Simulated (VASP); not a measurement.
# Sn (Fd-3m) in VASP: relaxation of cell and atoms with r2SCAN

Aim: the relaxation of cell and atoms of Sn with r2SCAN.

All numbers are computed with VASP 6.6.1; they aren't measurements. Logs are shortened: lines on timing, memory, paths and dates and some standing lists are left out, and cuts for length are marked.

## 1. The cell of the first run

Symmetry: Fd-3m, No. 227, cubic system. The conventional cell has a = 6.470 Å, b = 6.470 Å, c = 6.470 Å, α = 90.00°, β = 90.00°, γ = 90.00°. Sn (site symmetry -43m) has 4 Sn at 2.80 Å within 3.7 Å.

This isn't the form of Sn at room conditions, which is tetragonal (white tin).

## 2. Relaxation of cell and atoms, r2SCAN

POSCAR reads:

```
Sn
1.0
    0.0000000000      3.2350000000      3.2350000000
    3.2350000000      0.0000000000      3.2350000000
    3.2350000000      3.2350000000      0.0000000000
Sn
2
Direct
    1.0000000000      1.0000000000      1.0000000000
    0.2500000000      0.2500000000      0.2500000000
```

INCAR.step1 reads:

```
PREC     = Accurate       # precision mode
ENCUT    = 550            # plane-wave cutoff, eV
ISMEAR   = 1              # smearing method
SIGMA    = 0.05           # smearing width, eV
LREAL    = F              # projectors in reciprocal space
LASPH    = T              # aspherical terms in the spheres
NELM     = 120            # most SCF steps
GGA      = PE             # functional
ALGO     = Normal         # electronic algorithm
EDIFF    = 1E-5           # SCF threshold, eV
LWAVE    = T              # write WAVECAR
LCHARG   = F              # write CHGCAR
GGA_COMPAT= F            
IBRION   = 2              # ionic algorithm
ISIF     = 3              # what is computed and relaxed
EDIFFG   = -0.005         # ionic threshold
NELMIN   = 4            
NSW      = 100            # ionic steps
```

INCAR.step2 reads:

```
PREC     = Accurate       # precision mode
ENCUT    = 550            # plane-wave cutoff, eV
EDIFF    = 1E-7           # SCF threshold, eV
ISMEAR   = 1              # smearing method
SIGMA    = 0.05           # smearing width, eV
LREAL    = F              # projectors in reciprocal space
LASPH    = T              # aspherical terms in the spheres
NELM     = 120            # most SCF steps
ALGO     = Normal         # electronic algorithm
ISIF     = 3              # what is computed and relaxed
LWAVE    = F              # write WAVECAR
LCHARG   = F              # write CHGCAR
METAGGA  = R2SCAN         # meta-GGA
LMIXTAU  = T            
IBRION   = 2              # ionic algorithm
NSW      = 60             # ionic steps
EDIFFG   = -0.01          # ionic threshold
ISTART   = 1            
GGA_COMPAT= F            
NELMIN   = 4
```

KPOINTS reads:

```
Automatic mesh
0
Gamma
  12 12 12
```

Potentials or basis: VASP PAW PBE potentials, release 64 (Sn_d).

The run is started by

```
$ cat potpaw_PBE.64/Sn_d/POTCAR > POTCAR
$ cp INCAR.step1 INCAR
$ mpirun -np 1 vasp_std > vasp.out
$ cp INCAR.step2 INCAR
$ mpirun -np 1 vasp_std > vasp.out
```

OUTCAR:

```text
PREC = Accurate
   ENCUT = 550
   EDIFF = 1E-7
   ISMEAR = 1
   LREAL = F
   LASPH = T
   NELM = 120
   ISIF = 3
   METAGGA = R2SCAN
   IBRION = 2
   NSW = 60
   EDIFFG = -0.01
   ISTART = 1
   NELMIN = 4

 ion  position               nearest neighbor table
   1  0.000  0.000  0.000-   2 2.80   2 2.80   2 2.80   2 2.80
   2  0.250  0.250  0.250-   1 2.80   1 2.80   1 2.80   1 2.80

  LATTYP: Found a face centered cubic cell.
 ALAT       =     6.4700000000

  Lattice vectors:

 A1 = (   0.0000000000,   3.2350000000,   3.2350000000)
 A2 = (   3.2350000000,   0.0000000000,   3.2350000000)
 A3 = (   3.2350000000,   3.2350000000,   0.0000000000)

Analysis of symmetry for initial positions (statically):
=====================================================================
 Subroutine PRICEL returns:
 Original cell was already a primitive cell.

 Routine SETGRP: Setting up the symmetry group for a
 face centered cubic supercell.

 Subroutine GETGRP returns: Found 48 space group operations
 (whereof 24 operations were pure point group operations)
 out of a pool of 48 trial point group operations.

The static configuration has the point symmetry T_d .
 The point group associated with its full space group is O_h .

Analysis of symmetry for dynamics (positions and initial velocities):
=====================================================================
 Subroutine PRICEL returns:
 Original cell was already a primitive cell.

 Routine SETGRP: Setting up the symmetry group for a
 face centered cubic supercell.

 Subroutine GETGRP returns: Found 48 space group operations
 (whereof 24 operations were pure point group operations)
 out of a pool of 48 trial point group operations.

The dynamic configuration has the point symmetry T_d .
 The point group associated with its full space group is O_h .

 Subroutine INISYM returns: Found 48 space group operations
 (whereof 24 operations are pure point group operations),
 and found     1 'primitive' translations

----------------------------------------------------------------------------------------

                                     Primitive cell

  volume of cell :      67.7100

  direct lattice vectors                    reciprocal lattice vectors
     0.000000000  3.235000000  3.235000000    -0.154559505  0.154559505  0.154559505
     3.235000000  0.000000000  3.235000000     0.154559505 -0.154559505  0.154559505
     3.235000000  3.235000000  0.000000000     0.154559505  0.154559505 -0.154559505

  length of vectors
     4.574980874  4.574980874  4.574980874     0.267704916  0.267704916  0.267704916

  position of ions in fractional coordinates (direct lattice)
     0.000000000  0.000000000  0.000000000
     0.250000000  0.250000000  0.250000000

  ion indices of the primitive-cell ions
   primitive index   ion index
                 1           1
                 2           2

----------------------------------------------------------------------------------------

 KPOINTS: Automatic mesh

Automatic generation of k-mesh.
 Grid dimensions read from file:
 generate k-points for:   12   12   12

 Generating k-lattice:

  Cartesian coordinates                     Fractional coordinates (reciprocal lattice)
    -0.012879959  0.012879959  0.012879959     0.083333333  0.000000000  0.000000000
     0.012879959 -0.012879959  0.012879959     0.000000000  0.083333333  0.000000000
     0.012879959  0.012879959 -0.012879959     0.000000000  0.000000000  0.083333333

  Length of vectors
     0.022308743  0.022308743  0.022308743

  Shift w.r.t. Gamma in fractional coordinates (k-lattice)
     0.000000000  0.000000000  0.000000000

 Subroutine IBZKPT returns following result:
 ===========================================

 Found     72 irreducible k-points:

 Following reciprocal coordinates:
            Coordinates               Weight
  0.000000  0.000000  0.000000      1.000000
  0.083333  0.000000  0.000000      8.000000
  0.166667  0.000000  0.000000      8.000000
  0.250000  0.000000  0.000000      8.000000
  0.333333  0.000000  0.000000      8.000000
  0.416667  0.000000  0.000000      8.000000
[... 16 lines left out ...]
  0.500000  0.166667  0.000000     24.000000
 -0.416667  0.166667  0.000000     24.000000
 [... further k-points ...]
   k-points           NKPTS =     72   k-points in BZ     NKDIM =     72   number of bands    NBANDS=     18
   number of dos      NEDOS =    301   number of ions     NIONS =      2
   total plane-waves  NPLWV =  46656
   dimension x,y,z NGX =    36 NGY =   36 NGZ =   36
   dimension x,y,z NGXF=    72 NGYF=   72 NGZF=   72
   ions per type =               2
   NGX,Y,Z   is equivalent  to a cutoff of  13.08, 13.08, 13.08 a.u.
   NGXF,Y,Z  is equivalent  to a cutoff of  26.16, 26.16, 26.16 a.u.
 SYSTEM =  unknown system
   PREC   = accura    normal or accurate (medium, high low for compatibility)
   ISTART =      1    job   : 0-new  1-cont  2-samecut
   ICHARG =      0    charge: 1-file 2-atom 10-const
   ISPIN  =      1    spin polarized calculation?
   LNONCOLLINEAR =      F non collinear calculations
   LSORBIT =      F    spin-orbit coupling
   LASPH  =      T    aspherical Exc in radial PAW
   ENCUT  =  550.0 eV  40.42 Ry    6.36 a.u.   8.75  8.75  8.75*2*pi/ulx,y,z
   NELM   =    120;   NELMIN=  4; NELMDL=  0     # of ELM steps
   EDIFF  = 0.1E-06   stopping-criterion for ELM
   LREAL  =      F    real-space projection
   EDIFFG = -.1E-01   stopping-criterion for IOM
   NSW    =     60    number of steps for IOM
   IBRION =      2    ionic relax: 0-MD 1-quasi-New 2-CG
   NFREE  =      1    steps in history (QN), initial steepest desc. (CG)
   ISIF   =      3    stress and relaxation
   ISYM   =      2    0-nonsym 1-usesym 2-fastsym
   POTIM  = 0.5000    time-step for ionic-motion
   TEBEG  =    0.0;   TEEND  =   0.0 temperature during run
   PSTRESS=    0.0 pullay stress
   NELECT =      28.0000    total number of electrons
   NUPDOWN=      -1.0000    fix difference up-down
   EMIN   =  10.00;   EMAX   =-10.00  energy-range for DOS
   EFERMI =   0.00;   METHOD = LEGACY
   ISMEAR =     1;   SIGMA  =   0.05  broadening in eV -4-tet -1-fermi 0-gaus
   EFERMI_NEDOS =   21; number of points for ismear=-14 and -15
   IALGO  =     38    algorithm
   IMIX   =      4    mixing-type and parameters
     AMIX     =   0.40;   BMIX     =  1.00
     AMIX_MAG =   1.60;   BMIX_MAG =  1.00
  volume/ion in A,a.u.               =      33.86       228.46
  Fermi-wavevector in a.u.,A,eV,Ry     =   1.219672  2.304847 20.240040  1.487601
  Thomas-Fermi vector in A             =   2.354916
   LORBIT       =      0    0 simple, 1 ext, 2 COOP (PROOUT), +10 PAW based schemes
   METAGGA = R2SCAN    functional components
   LHFCALC =     F    Hartree Fock is set to
   AEXX    =    0.0000 exact exchange contribution
   IVDW    =     0    specifies the selected vdW correction
   LEPSILON=     F    determine dielectric tensor
   LRPA    =     F    only Hartree local field effects (RPA)
 conjugate gradient relaxation of ions
 non-spin polarized calculation
 Methfessel and Paxton  Order N= 1 SIGMA  =   0.05
  energy-cutoff  :      550.00
  volume of cell :       67.71
 maximum number of plane-waves:      2012
   NGX = 17   NGY = 17   NGZ = 17

--------------------------------------- Ionic step        1  -------------------------------------------

 number of electron      28.0000007 magnetization

 Free energy of the ion-electron system (eV)
  ---------------------------------------------------
  ext. energy  EPLUGINS =         0.00000000
  ---------------------------------------------------
  free energy    TOTEN  =       -49.47585263 eV

  energy without entropy =      -49.47583122  energy(sigma->0) =      -49.47584549

------------------------ aborting loop because EDIFF is reached ----------------------------------------

  FORCE on cell =-STRESS in cart. coord.  units (eV):
  Direction    XX          YY          ZZ          XY          YZ          ZX
  --------------------------------------------------------------------------------------
  -------------------------------------------------------------------------------------
  Total        0.8864499      0.8864499      0.8864499      0.0000000      0.0000000      0.0000000
  in kB       20.9754813     20.9754813     20.9754813      0.0000000      0.0000000      0.0000000
  external PRESSURE =      20.9754813 kB  Pullay stress =       0.0000000 kB
[... 57 lines left out ...]
  energy  without entropy=      -49.4908944816  energy(sigma->0) =      -49.49090336

--------------------------------------- Ionic step        3  -------------------------------------------

 number of electron      27.9999984 magnetization

 Free energy of the ion-electron system (eV)
  ---------------------------------------------------
  ext. energy  EPLUGINS =         0.00000000
  ---------------------------------------------------
  free energy    TOTEN  =       -49.49467231 eV

  energy without entropy =      -49.49467760  energy(sigma->0) =      -49.49467408

 E-fermi :   5.2376     XC(G=0):  -9.4304

 val. band max:        5.2235283453   @ k =   0.0000   0.0000   0.0000
 cond. band min:       5.2852312470   @ k =   0.5000   0.0000   0.0000
 fundamental gap:      0.0617029017
 Fermi energy:         5.2376407616

 k-point     1 :       0.0000    0.0000    0.0000
  band No.  band energies     occupation
      1     -17.1189      2.00000
      2     -17.1189      2.00000
      3     -17.1189      2.00000
      4     -17.0569      2.00000
      5     -17.0569      2.00000
      6     -16.7611      2.00000
[... 10 lines left out ...]
     17       7.4374      0.00000
     18       7.4374      0.00000
[... 466 lines left out ...]
      2     -17.1620      2.00000
      3     -17.0605      2.00000
      4     -16.9815      2.00000
      5     -16.9716      2.00000
      6     -16.8457      2.00000
[... 10 lines left out ...]
     17       9.3192      0.00000
     18      11.4857      0.00000

 [... further k-points ...]

------------------------ aborting loop because EDIFF is reached ----------------------------------------

  FORCE on cell =-STRESS in cart. coord.  units (eV):
  Direction    XX          YY          ZZ          XY          YZ          ZX
  --------------------------------------------------------------------------------------
  -------------------------------------------------------------------------------------
  Total        0.0015501      0.0015501      0.0015501      0.0000000      0.0000000      0.0000000
  in kB        0.0351211      0.0351211      0.0351211      0.0000000      0.0000000      0.0000000
  external PRESSURE =       0.0351211 kB  Pullay stress =       0.0000000 kB
[... 17 lines left out ...]
  FREE ENERGIE OF THE ION-ELECTRON SYSTEM (eV)
  ---------------------------------------------------
  free  energy   TOTEN  =       -49.4946723139 eV

  energy  without entropy=      -49.4946776006  energy(sigma->0) =      -49.49467408

 reached required accuracy - stopping structural energy minimisation
```

Run time: 18 min. Hardware: 1 thread of Intel Xeon Platinum 8488C (Sapphire Rapids), shared host; peak memory 0.28 GiB.

What came out:

```
Free energy                           : -49.4947 eV
Relaxed volume                        : 35.36 Å³/atom
Relaxed cell                          : a = 4.642 Å, b = 4.642 Å, c = 4.642 Å, α = 60.00°, β = 60.00°, γ = 60.00°
Space group after relaxing (to 0.1 Å) : Fd-3m (No. 227)
Energy gained by relaxing             : 9.4 meV/atom
Ionic steps                           : 3
Pressure after relaxing               : 0.0 GPa
Band gap on the k mesh                : zero (filled and empty bands touch)
```

Step by step:
```csv
step,energy change (eV),largest force (eV/Å),pressure (GPa),volume (Å³)
1,0.0000,0.0000,2.10,67.71
2,-0.0151,0.0000,-0.81,72.15
3,-0.0188,0.0000,0.00,70.71
```

Final structure:
```
Sn
1.0
     0.00000    3.28212    3.28212
     3.28212    0.00000    3.28212
     3.28212    3.28212    0.00000
Sn
2
Direct
  0.00000 0.00000 0.00000
  0.25000 0.25000 0.25000
```

Levels at points of the mesh, in eV from the Fermi level:
```tsv
k point	band 11	band 12	band 13	band 14	band 15	band 16	band 17	band 18
(0.00, 0.00, 0.00)	-10.92	-0.63	-0.01	-0.01	-0.01	2.20	2.20	2.20
(0.50, 0.00, 0.00)	-9.27	-6.48	-1.23	-1.23	0.05	3.33	3.33	5.95
(0.50, 0.50, 0.00)	-7.76	-7.76	-2.58	-2.58	0.94	0.94	7.91	7.91
```

Caveat: the PAW data sets were made with another functional, which shifts forces and pressure a little; spin-orbit coupling is left out, which moves the levels of the heavy elements.
